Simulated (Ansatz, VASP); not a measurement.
# Zn in VASP and in Ansatz

Contents of INCAR:

```
SYSTEM = Zn
PREC = Accurate
ENCUT = 520
EDIFF = 1E-7
ISMEAR = 0
SIGMA = 0.15
LREAL = .False.
LASPH = .True.
NELM = 80
ALGO = Fast
ISIF = 2
LWAVE = .False.
LCHARG = .False.
GGA = PS
NBANDS = 12
```

The input KPOINTS:

```
regular mesh
0
Gamma
  22 22 22
  0 0 0
```

POSCAR

```
Zn
1.0
   -1.1128350630      1.5441527516      1.5441527516
    1.5441527516     -1.1128350630      1.5441527516
    1.5441527516      1.5441527516     -1.1128350630
Zn
1
Direct
    0.0000000000      0.0000000000      0.0000000000
```

Input for Ansatz:

```yaml
crystal:
  lattice:
    - [-1.112835063, 1.5441527516, 1.5441527516]
    - [1.5441527516, -1.112835063, 1.5441527516]
    - [1.5441527516, 1.5441527516, -1.112835063]
  atoms:
    - { symbol: Zn, position: [0.0, 0.0, 0.0] }
basis:
  ecutwfc: 520.0
kpoints:
  mp_grid: { grid: [22, 22, 22] }
hamiltonian:
  xc: pbesol
scf:
  occupations: { method: gaussian, width: 0.15 }
output:
  forces: true
  stress: true
  eigenvalues: true
```

Alike in both runs: task single point; functional PBEsol; k mesh 22 × 22 × 22; occupations gaussian, width 0.15 eV; no spin polarisation.

```csv
,VASP,Ansatz
version,VASP 6.6.1,Ansatz 0.2.0
potentials or method,"VASP PAW PBE potentials, release 64 (Zn), cutoff 520 eV","scalar-relativistic, plane waves, PAW"
valence electrons in the cell,12,12
```

Ansatz gave:

| Quantity | Value |
| --- | --- |
| gap on the k mesh at the Fermi level (eV) | none |
| pressure (GPa) | 12.9 |
| traceless stress, the component that is largest in VASP (GPa) | -4.87 |

Task: Estimate VASP's values.

Result: gap on the k mesh at the Fermi level (eV): none; pressure (GPa): 13.5; traceless stress, the component that is largest in VASP (GPa): -4.94.

VASP's potentials were made for PBE, not for PBEsol. A gap of «none» marks a metal or a gap that the smearing closes.
